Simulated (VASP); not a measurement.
# Re in VASP: settings compared, part 2 of 2

VASP 6.6.1.

### 5 Relaxation of cell and atoms, PBE

This run uses another cell than the first one, of 14.81 Å³/atom, 0.980 times its volume.

INCAR reads:

```
PREC = Accurate ; ENCUT = 600
EDIFF = 1E-7 ; ISMEAR = -1
SIGMA = 0.05 ; LREAL = False
LASPH = True ; NELM = 80
ALGO = Fast ; ISIF = 3
LWAVE = False ; LCHARG = False
GGA = PE ; IBRION = 2
NSW = 60 ; EDIFFG = -0.01
```

KPOINTS reads:

```
Automatic mesh
0
Gamma
  8 8 3
```

POSCAR reads:

```
Re
1.0
    2.7663873939      0.0000000000      0.0000000000
   -1.3831936969      2.3957617598      0.0000000000
    0.0000000000      0.0000000000      8.9388451600
Re
4
Direct
    0.6666666667      0.3333333333      0.7500000000
    0.0000000000      0.0000000000      0.5000000000
    0.3333333333      0.6666666667      0.2500000000
    0.0000000000      0.0000000000      0.0000000000
```

Potentials or basis: VASP PAW PBE potentials, release 64 (Re).

On the command line:

```bash
$ cat potpaw_PBE.64/Re/POTCAR > POTCAR
$ mpirun -np 1 vasp_std > vasp.out
```

OUTCAR:

```text
PREC = Accurate
   ENCUT = 600
   EDIFF = 1E-7
   ISMEAR = -1
   LREAL = False
   LASPH = True
   NELM = 80
   ISIF = 3
   GGA = PE
   IBRION = 2
   NSW = 60
   EDIFFG = -0.01

 ion  position               nearest neighbor table
   1  0.667  0.333  0.750-   2 2.75   4 2.75   2 2.75   4 2.75   2 2.75   4 2.75
   2  0.000  0.000  0.500-   1 2.75   3 2.75   3 2.75   1 2.75   1 2.75   3 2.75
   3  0.333  0.667  0.250-   2 2.75   4 2.75   2 2.75   4 2.75   2 2.75   4 2.75
   4  0.000  0.000  0.000-   1 2.75   3 2.75   3 2.75   1 2.75   1 2.75   3 2.75

  LATTYP: Found a hexagonal cell.
 ALAT       =     2.7663873939
 C/A-ratio  =     3.2312340563

  Lattice vectors:

 A1 = (   2.7663873939,   0.0000000000,   0.0000000000)
 A2 = (  -1.3831936969,   2.3957617598,   0.0000000000)
 A3 = (   0.0000000000,   0.0000000000,   8.9388451600)

Analysis of symmetry for initial positions (statically):
=====================================================================
 Subroutine PRICEL returns:
 Original cell was already a primitive cell.

 Routine SETGRP: Setting up the symmetry group for a
 hexagonal supercell.

 Subroutine GETGRP returns: Found 24 space group operations
 (whereof 12 operations were pure point group operations)
 out of a pool of 24 trial point group operations.

[... 155 lines left out ...]
--------------------------------------- Ionic step        1  -------------------------------------------

 number of electron      28.0000000 magnetization

 Free energy of the ion-electron system (eV)
  ---------------------------------------------------
  ext. energy  EPLUGINS =         0.00000000
  ---------------------------------------------------
  free energy    TOTEN  =       -49.68764291 eV

  energy without entropy =      -49.66017408  energy(sigma->0) =      -49.67390850

------------------------ aborting loop EDIFF was not reached (unconverged)  ----------------------------

  FORCE on cell =-STRESS in cart. coord.  units (eV):
  Direction    XX          YY          ZZ          XY          YZ          ZX
  --------------------------------------------------------------------------------------
  -------------------------------------------------------------------------------------
  Total        1.3420475      1.3420475      1.0108491      0.0000000     -0.0000000      0.0000000
  in kB       36.2944667     36.2944667     27.3375045      0.0000000     -0.0000000      0.0000000
  external PRESSURE =      33.3088126 kB  Pullay stress =       0.0000000 kB
[... 177 lines left out ...]
--------------------------------------- Ionic step        6  -------------------------------------------

 number of electron      28.0000000 magnetization

 Free energy of the ion-electron system (eV)
  ---------------------------------------------------
  ext. energy  EPLUGINS =         0.00000000
  ---------------------------------------------------
  free energy    TOTEN  =       -49.69297088 eV

  energy without entropy =      -49.66520987  energy(sigma->0) =      -49.67909038

 E-fermi :   7.8131     XC(G=0): -13.6479

 val. band max:        7.7860310687   @ k =   0.3750   0.2500   0.3333
 cond. band min:       7.8235101459   @ k =   0.1250   0.1250   0.3333
 fundamental gap:      0.0374790772
 Fermi energy:         7.8130982476

 k-point     1 :       0.0000    0.0000    0.0000
  band No.  band energies     occupation
      1      -2.0619      2.00000
      2       0.2175      2.00000
      3       0.3107      2.00000
      4       1.2017      2.00000
      5       5.3072      2.00000
      6       5.3923      2.00000
[... 440 lines left out ...]
  FREE ENERGIE OF THE ION-ELECTRON SYSTEM (eV)
  ---------------------------------------------------
  free  energy   TOTEN  =       -49.6929708825 eV

  energy  without entropy=      -49.6652098717  energy(sigma->0) =      -49.67909038

 reached required accuracy - stopping structural energy minimisation
```

It took 12 min on 1 thread of AMD EPYC 7R13, shared host; peak memory 0.18 GiB.

What came out:

```yaml
Free_energy: -49.6930 eV
Relaxed_volume: 14.94 Å³/atom
Relaxed_cell: a = 2.776 Å, b = 2.776 Å, c = 8.954 Å, α = 90.00°, β = 90.00°, γ = 120.00°
Space_group_after_relaxing_to_0.05_Å: P6_3/mmc (No. 194)
Energy_gained_by_relaxing: 1.3 meV/atom
Ionic_steps: 6
Pressure_after_relaxing: 0.0 GPa
Band_gap_on_the_k_mesh: zero (band 14 reaches 8.91 eV, above the bottom of band 15 at 6.48 eV)
```

The path:
| step | energy change (eV) | largest force (eV/Å) | pressure (GPa) | volume (Å³) |
| --- | --- | --- | --- | --- |
| 1 | 0.0000 | 0.0000 | 3.33 | 59.24 |
| 2 | 0.0808 | 0.0000 | -12.23 | 61.92 |
| 3 | -0.0053 | 0.0000 | -0.08 | 59.77 |
| 4 | -0.0053 | 0.0000 | -0.01 | 59.76 |
| 5 | -0.0053 | 0.0000 | 0.04 | 59.75 |
| 6 | -0.0053 | 0.0000 | 0.01 | 59.75 |

Final structure:
```
Re
1.0
     2.77587    0.00000    0.00000
    -1.38794    2.40398    0.00000
     0.00000    0.00000    8.95442
Re
4
Direct
  0.66667 0.33333 0.75000
  0.00000 0.00000 0.50000
  0.33333 0.66667 0.25000
  0.00000 0.00000 0.00000
```

Levels at points of the mesh, in eV from the Fermi level:
| k point | band 11 | band 12 | band 13 | band 14 | band 15 | band 16 | band 17 | band 18 |
| --- | --- | --- | --- | --- | --- | --- | --- | --- |
| (0.00, 0.00, 0.00) | -1.61 | -1.22 | -1.22 | -1.13 | -1.13 | 0.48 | 0.59 | 0.59 |
| (0.50, 0.00, 0.00) | -0.83 | 0.27 | 0.29 | 1.10 | 2.04 | 3.78 | 3.80 | 4.02 |

Caveat: spin-orbit coupling is left out, which moves the levels of the heavy elements.

### 6 The runs side by side

```csv
task,level,potentials or basis,cell,cutoff (eV),gap on the mesh (eV),pressure (GPa),relaxed volume (Å³/atom),largest force (eV/Å)
single point,PBE,"VASP PAW PBE potentials, release 64 (Re)","a = 2.822, b = 2.780, c = 8.939 Å, angles 90.0, 90.0, 120.5°, 4 atoms",520,none,-4.1,-,0.11
single point,PBE,"VASP PAW PBE potentials, release 64 (Re)","a = 2.877, b = 2.794, c = 8.939 Å, angles 90.0, 90.0, 121.0°, 4 atoms",520,none,-10.4,-,0.19
relaxation of cell and atoms,LDA,"VASP PAW LDA potentials, release 64 (Re)","relaxed from a = 2.766, b = 2.766, c = 8.939 Å, angles 90.0, 90.0, 120.0°, 4 atoms",600,none,0.0,14.39,-
relaxation of cell and atoms,PBE,"VASP PAW PBE potentials, release 64 (Re)","relaxed from a = 2.766, b = 2.766, c = 8.939 Å, angles 90.0, 90.0, 120.0°, 4 atoms",600,none,0.0,14.94,-
```

Alike in all rows: no spin polarisation; k mesh 8 × 8 × 3; smearing fermi-dirac 0.05 eV.

Caveats: spin-orbit coupling is left out, which moves the levels of the heavy elements.

Total energies depend on the potentials used, so only differences within one code and one set of settings carry meaning.
